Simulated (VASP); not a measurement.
# Sc3B2P (P6/mmm) in VASP: a series of runs

The runs below take Sc3B2P through relaxation of cell and atoms, with PBE.

Program: VASP 6.6.1. These are calculated values, not measurements. Logs are shortened: lines on timing, memory, paths and dates and some standing lists are left out, and cuts for length are marked.

### 1 The cell of the first run

Symmetry: P6/mmm, No. 191, hexagonal system. Conventional cell: a = 5.223 Å, b = 5.223 Å, c = 3.925 Å, α = 90.00°, β = 90.00°, γ = 120.00°. Sc (site symmetry mmm) has 4 B at 2.47 Å and 4 Sc at 2.61 Å and 4 P at 3.27 Å within 3.3 Å. B (site symmetry -6m2) has 6 Sc at 2.47 Å and 3 B at 3.02 Å and 3 P at 3.02 Å within 3.3 Å. P (site symmetry 6/mmm) has 6 B at 3.02 Å and 12 Sc at 3.27 Å and 2 P at 3.92 Å within 4.0 Å.

The cell was generated, and may not be a known phase.

### 2 Relaxation of cell and atoms, PBE

File INCAR:

```
SYSTEM = Sc3B2P
  PREC = Accurate
  ENCUT = 600
  EDIFF = 1E-7
  ISMEAR = 0
  SIGMA = 0.1
  LREAL = .FALSE.
  LASPH = .TRUE.
  NELM = 60
  ALGO = Normal
  ISIF = 3
  LWAVE = .FALSE.
  LCHARG = .FALSE.
  GGA = PE
  IBRION = 2
  NSW = 90
  EDIFFG = -0.04
```

File KPOINTS:

```
Automatic mesh
0
G
  6 6 4
  0 0 0
```

File POSCAR:

```
Sc3B2P
1.0
    5.2229569300      0.0000000000      0.0000000000
   -2.6114784700      4.5232133900      0.0000000000
    0.0000000000      0.0000000000      3.9249926200
Sc B P
3 2 1
Direct
    0.5000000000      0.0000000000      0.5000000000
    0.5000000000      0.5000000000      0.5000000000
    0.0000000000      0.5000000000      0.5000000000
    0.6666666700      0.3333333300      0.0000000000
    0.3333333300      0.6666666700      0.0000000000
    0.0000000000      0.0000000000      0.0000000000
```

Potentials or basis: VASP PAW PBE potentials, release 64 (Sc_sv, B, P).

Command:

```sh
$ cat potpaw_PBE.64/Sc_sv/POTCAR potpaw_PBE.64/B/POTCAR potpaw_PBE.64/P/POTCAR > POTCAR
$ mpirun -np 1 vasp_std > vasp.out
```

OUTCAR:

```text
SYSTEM = Sc3B2P
   PREC = Accurate
   ENCUT = 600
   EDIFF = 1E-7
   ISMEAR = 0
   LREAL = .FALSE.
   LASPH = .TRUE.
   NELM = 60
   ISIF = 3
   GGA = PE
   IBRION = 2
   NSW = 90
   EDIFFG = -0.04

 ion  position               nearest neighbor table
   1  0.500  0.000  0.500-   4 2.47   5 2.47   4 2.47   5 2.47   3 2.61   3 2.61   2 2.61   2 2.61

   2  0.500  0.500  0.500-   4 2.47   5 2.47   4 2.47   5 2.47   3 2.61   3 2.61   1 2.61   1 2.61

   3  0.000  0.500  0.500-   4 2.47   5 2.47   4 2.47   5 2.47   2 2.61   2 2.61   1 2.61   1 2.61

   4  0.667  0.333  0.000-   3 2.47   3 2.47   1 2.47   1 2.47   2 2.47   2 2.47
   5  0.333  0.667  0.000-   3 2.47   3 2.47   1 2.47   1 2.47   2 2.47   2 2.47
   6  0.000  0.000  0.000-

  LATTYP: Found a hexagonal cell.
 ALAT       =     5.2229569300
 C/A-ratio  =     0.7514886055

  Lattice vectors:

 A1 = (   5.2229569300,   0.0000000000,   0.0000000000)
 A2 = (  -2.6114784700,   4.5232133900,   0.0000000000)
 A3 = (   0.0000000000,   0.0000000000,   3.9249926200)

Analysis of symmetry for initial positions (statically):
=====================================================================
 Subroutine PRICEL returns:
 Original cell was already a primitive cell.

 Routine SETGRP: Setting up the symmetry group for a
 hexagonal supercell.

 Subroutine GETGRP returns: Found 24 space group operations
 (whereof 24 operations were pure point group operations)
 out of a pool of 24 trial point group operations.

The static configuration has the point symmetry D_6h.

Analysis of symmetry for dynamics (positions and initial velocities):
=====================================================================
 Subroutine PRICEL returns:
 Original cell was already a primitive cell.

 Routine SETGRP: Setting up the symmetry group for a
 hexagonal supercell.

 Subroutine GETGRP returns: Found 24 space group operations
 (whereof 24 operations were pure point group operations)
 out of a pool of 24 trial point group operations.

The dynamic configuration has the point symmetry D_6h.

 Subroutine INISYM returns: Found 24 space group operations
 (whereof 24 operations are pure point group operations),
 and found     1 'primitive' translations

----------------------------------------------------------------------------------------

                                     Primitive cell

  volume of cell :      92.7262

  direct lattice vectors                    reciprocal lattice vectors
     5.222956930  0.000000000  0.000000000     0.191462425  0.110540883  0.000000000
    -2.611478470  4.523213390  0.000000000     0.000000000  0.221081765  0.000000000
     0.000000000  0.000000000  3.924992620     0.000000000  0.000000000  0.254777549

  length of vectors
     5.222956930  5.222956937  3.924992620     0.221081765  0.221081765  0.254777549

  position of ions in fractional coordinates (direct lattice)
     0.500000000  0.000000000  0.500000000
     0.500000000  0.500000000  0.500000000
     0.000000000  0.500000000  0.500000000
     0.666666670  0.333333330  0.000000000
     0.333333330  0.666666670  0.000000000
     0.000000000  0.000000000  0.000000000

  ion indices of the primitive-cell ions
   primitive index   ion index
                 1           1
                 2           2
                 3           3
                 4           4
                 5           5
                 6           6

----------------------------------------------------------------------------------------

 KPOINTS: Automatic mesh

Automatic generation of k-mesh.
 Grid dimensions read from file:
 generate k-points for:    6    6    4

 Generating k-lattice:

  Cartesian coordinates                     Fractional coordinates (reciprocal lattice)
     0.031910404  0.018423480  0.000000000     0.166666667  0.000000000  0.000000000
     0.000000000  0.036846961  0.000000000     0.000000000  0.166666667  0.000000000
     0.000000000  0.000000000  0.063694387     0.000000000  0.000000000  0.250000000

  Length of vectors
     0.036846961  0.036846961  0.063694387

  Shift w.r.t. Gamma in fractional coordinates (k-lattice)
     0.000000000  0.000000000  0.000000000

 Subroutine IBZKPT returns following result:
 ===========================================

 Found     21 irreducible k-points:

 Following reciprocal coordinates:
            Coordinates               Weight
  0.000000  0.000000  0.000000      1.000000
  0.166667  0.000000  0.000000      6.000000
  0.333333  0.000000  0.000000      6.000000
  0.500000  0.000000  0.000000      3.000000
  0.166667  0.166667  0.000000      6.000000
  0.333333  0.166667  0.000000     12.000000
[... 13 lines left out ...]
  0.333333  0.166667  0.500000     12.000000
  0.333333  0.333333  0.500000      2.000000
   k-points           NKPTS =     21   k-points in BZ     NKDIM =     21   number of bands    NBANDS=     26
   number of dos      NEDOS =    301   number of ions     NIONS =      6
   total plane-waves  NPLWV =  56448
   dimension x,y,z NGX =    42 NGY =   42 NGZ =   32
   dimension x,y,z NGXF=    84 NGYF=   84 NGZF=   64
   ions per type =               3   2   1
   NGX,Y,Z   is equivalent  to a cutoff of  13.37, 13.37, 13.55 a.u.
   NGXF,Y,Z  is equivalent  to a cutoff of  26.74, 26.74, 27.11 a.u.
 SYSTEM =  Sc3B2P
   PREC   = accura    normal or accurate (medium, high low for compatibility)
   ISTART =      0    job   : 0-new  1-cont  2-samecut
   ICHARG =      2    charge: 1-file 2-atom 10-const
   ISPIN  =      1    spin polarized calculation?
   LNONCOLLINEAR =      F non collinear calculations
   LSORBIT =      F    spin-orbit coupling
   LASPH  =      T    aspherical Exc in radial PAW
   ENCUT  =  600.0 eV  44.10 Ry    6.64 a.u.  10.43 10.43  7.84*2*pi/ulx,y,z
   NELM   =     60;   NELMIN=  2; NELMDL= -5     # of ELM steps
   EDIFF  = 0.1E-06   stopping-criterion for ELM
   LREAL  =      F    real-space projection
   EDIFFG = -.4E-01   stopping-criterion for IOM
   NSW    =     90    number of steps for IOM
   IBRION =      2    ionic relax: 0-MD 1-quasi-New 2-CG
   NFREE  =      1    steps in history (QN), initial steepest desc. (CG)
   ISIF   =      3    stress and relaxation
   ISYM   =      2    0-nonsym 1-usesym 2-fastsym
   POTIM  = 0.5000    time-step for ionic-motion
   TEBEG  =    0.0;   TEEND  =   0.0 temperature during run
   PSTRESS=    0.0 pullay stress
   NELECT =      44.0000    total number of electrons
   NUPDOWN=      -1.0000    fix difference up-down
   EMIN   =  10.00;   EMAX   =-10.00  energy-range for DOS
   EFERMI =   0.00;   METHOD = LEGACY
   ISMEAR =     0;   SIGMA  =   0.10  broadening in eV -4-tet -1-fermi 0-gaus
   EFERMI_NEDOS =   21; number of points for ismear=-14 and -15
   IALGO  =     38    algorithm
   IMIX   =      4    mixing-type and parameters
     AMIX     =   0.40;   BMIX     =  1.00
     AMIX_MAG =   1.60;   BMIX_MAG =  1.00
  volume/ion in A,a.u.               =      15.45       104.29
  Fermi-wavevector in a.u.,A,eV,Ry     =   1.276904  2.412999 22.184081  1.630484
  Thomas-Fermi vector in A             =   2.409534
   LORBIT       =      0    0 simple, 1 ext, 2 COOP (PROOUT), +10 PAW based schemes
   GGA     = PE    functional components
   LHFCALC =     F    Hartree Fock is set to
   AEXX    =    0.0000 exact exchange contribution
   IVDW    =     0    specifies the selected vdW correction
   LEPSILON=     F    determine dielectric tensor
   LRPA    =     F    only Hartree local field effects (RPA)
 conjugate gradient relaxation of ions
 non-spin polarized calculation
 Gauss-broadening in eV      SIGMA  =   0.10
  energy-cutoff  :      600.00
  volume of cell :       92.73
 maximum number of plane-waves:      3110
 NGX is ok and might be reduce to    42
   NGX = 21   NGY = 21   NGZ = 15

--------------------------------------- Ionic step        1  -------------------------------------------

 number of electron      44.0000000 magnetization

 Free energy of the ion-electron system (eV)
  ---------------------------------------------------
  ext. energy  EPLUGINS =         0.00000000
  ---------------------------------------------------
  free energy    TOTEN  =       -33.62832426 eV

  energy without entropy =      -33.59250517  energy(sigma->0) =      -33.61041471

------------------------ aborting loop because EDIFF is reached ----------------------------------------

  FORCE on cell =-STRESS in cart. coord.  units (eV):
  Direction    XX          YY          ZZ          XY          YZ          ZX
  --------------------------------------------------------------------------------------
  -------------------------------------------------------------------------------------
  Total       10.9717983     10.9717983     -7.2783046     -0.0000000      0.0000000     -0.0000000
  in kB      189.5771684    189.5771689   -125.7588162     -0.0000002      0.0000000     -0.0000000
  external PRESSURE =      84.4651737 kB  Pullay stress =       0.0000000 kB
[... 101 lines left out ...]
  FREE ENERGIE OF THE ION-ELECTRON SYSTEM (eV)
  ---------------------------------------------------
  free  energy   TOTEN  =       -36.3356046578 eV

  energy  without entropy=      -36.3149925714  energy(sigma->0) =      -36.32529861

 E-fermi :   2.6914     XC(G=0):  -9.3420

 val. band max:        2.6884261654   @ k =   0.3333   0.0000   0.2500
 cond. band min:       2.7201282547   @ k =   0.1667   0.0000   0.2500
 fundamental gap:      0.0317020893
 Fermi energy:         2.6914430361

 k-point     1 :       0.0000    0.0000    0.0000
  band No.  band energies     occupation
      1     -46.8243      2.00000
      2     -46.8124      2.00000
      3     -46.8124      2.00000
      4     -25.6385      2.00000
      5     -25.6385      2.00000
      6     -25.5892      2.00000
[... 598 lines left out ...]
     25       4.2375      0.00000
     26       4.2375      0.00000

 E-fermi :   3.4537     XC(G=0):  -9.8400

 val. band max:        3.4524495729   @ k =   0.3333   0.1667   0.2500
 cond. band min:       3.4719833778   @ k =   0.5000   0.0000   0.2500
 fundamental gap:      0.0195338049
 Fermi energy:         3.4536890346

 k-point     1 :       0.0000    0.0000    0.0000
  band No.  band energies     occupation
      1     -45.8111      2.00000
      2     -45.7628      2.00000
      3     -45.7628      2.00000
      4     -24.6955      2.00000
      5     -24.6955      2.00000
      6     -24.5443      2.00000
[... 598 lines left out ...]
     25       4.5630      0.00000
     26       4.5630      0.00000

[... ionic steps 4 to 7 ...]

--------------------------------------- Ionic step        8  -------------------------------------------

 number of electron      43.9999987 magnetization

------------------------ aborting loop because EDIFF is reached ----------------------------------------
[... 75 lines left out ...]
--------------------------------------- Ionic step       10  -------------------------------------------

 number of electron      43.9999986 magnetization

 Free energy of the ion-electron system (eV)
  ---------------------------------------------------
  ext. energy  EPLUGINS =         0.00000000
  ---------------------------------------------------
  free energy    TOTEN  =       -36.80989509 eV

  energy without entropy =      -36.79136998  energy(sigma->0) =      -36.80063253

 E-fermi :   3.9234     XC(G=0): -10.1640

 val. band max:        3.8923011153   @ k =   0.1667   0.0000   0.0000
 cond. band min:       3.9541585155   @ k =   0.3333   0.0000   0.0000
 fundamental gap:      0.0618574003
 Fermi energy:         3.9234363873

 k-point     1 :       0.0000    0.0000    0.0000
  band No.  band energies     occupation
      1     -45.0270      2.00000
      2     -44.9751      2.00000
      3     -44.9751      2.00000
      4     -23.9039      2.00000
      5     -23.9039      2.00000
      6     -23.8298      2.00000
[... 631 lines left out ...]
  FREE ENERGIE OF THE ION-ELECTRON SYSTEM (eV)
  ---------------------------------------------------
  free  energy   TOTEN  =       -36.8098950911 eV

  energy  without entropy=      -36.7913699785  energy(sigma->0) =      -36.80063253

 reached required accuracy - stopping structural energy minimisation
```

Wall time 14 min (1 thread of Oxide Virtual Turin-like, shared host); peak memory 0.24 GiB.

Results:

```
Free energy                           : -36.8099 eV
Relaxed volume                        : 17.82 Å³/atom
Relaxed cell                          : a = 6.266 Å, b = 6.266 Å, c = 3.144 Å, α = 90.00°, β = 90.00°, γ = 120.00°
Space group after relaxing (to 0.1 Å) : P6/mmm (No. 191)
Energy gained by relaxing             : 530.3 meV/atom
Ionic steps                           : 10
Pressure after relaxing               : 0.0 GPa
Band gap on the k mesh                : zero (bands 22 and 23 overlap by 1.05 eV)
```

Step by step:
```
step  energy change (eV)  largest force (eV/Å)  pressure (GPa)  volume (Å³)
   1              0.0000                0.0000            8.45        92.73
   2             -1.7235                0.0000            0.41       103.38
   3             -2.7073                0.0000           -5.61       113.13
   4             -1.8221                0.0000           -9.82       129.58
   5             -2.8411                0.0000           -7.19       117.02
   6             -2.8309                0.0000           -6.84       116.07
   7             -3.0749                0.0000            3.22       104.11
   8             -3.1758                0.0000           -0.89       108.19
   9             -3.1760                0.0000           -0.75       108.03
  10             -3.1816                0.0000           -0.02       106.90
```

Final structure:
```cif
data_structure
_symmetry_space_group_name_H-M 'P 1'
_symmetry_Int_Tables_number 1
_cell_length_a 6.2659
_cell_length_b 6.2659
_cell_length_c 3.1438
_cell_angle_alpha 90.000
_cell_angle_beta 90.000
_cell_angle_gamma 120.000
_cell_volume 106.90
loop_
_atom_site_label
_atom_site_type_symbol
_atom_site_fract_x
_atom_site_fract_y
_atom_site_fract_z
_atom_site_occupancy
Sc1 Sc 0.50000 0.00000 0.50000 1
Sc2 Sc 0.50000 0.50000 0.50000 1
Sc3 Sc 0.00000 0.50000 0.50000 1
B1 B 0.66667 0.33333 0.00000 1
B2 B 0.33333 0.66667 0.00000 1
P1 P 0.00000 0.00000 0.00000 1
```

Caveat: the k points lie up to 0.50 Å⁻¹ apart in the final cell, too coarse for converged energies and pressures of a metal; the volume moved by over 15 % at a fixed basis, so the end points are rough.

[end of part 1 of 2]

The gap in the log of VASP goes by the Fermi energy; the results here count the filled bands.